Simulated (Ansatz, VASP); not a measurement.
**One calculation of Ba, two programs**

```xyz
2
Lattice="3.5191 -2.4660 0.0000 3.5191 2.4660 0.0000 0.0000 0.0000 7.0445" Properties=species:S:1:pos:R:3 pbc="T T T"
Ba    3.5191   -1.2171    1.7611
Ba    3.5191    1.2171    5.2834
```

Change from the starting cell: volume scaled by 0.9405.

Alike in both runs: task single point; functional PBEsol; k mesh 9 × 9 × 5; occupations fermi-dirac, width 0.03 eV; no spin polarisation.

```csv
,VASP,Ansatz
version,VASP 6.6.1,Ansatz 0.2.0
potentials or method,"VASP PAW PBE potentials, release 64 (Ba_sv), cutoff 520 eV","all-electron LAPW, scalar-relativistic"
```

|  | VASP | Ansatz | Ansatz less VASP |
| --- | --- | --- | --- |
| pressure (GPa) | -0.3 | -0.4 | -0.06 |
| rms of the force components (eV/Å) | 0.012 | 0.012 | -0.0001 |

VASP's potentials were made for PBE, not for PBEsol. Atom by atom the forces differ by 0.000 eV/Å (rms over components). Ansatz ran all-electron here, and VASP with PAW potentials.

Neither program's run includes spin-orbit coupling.
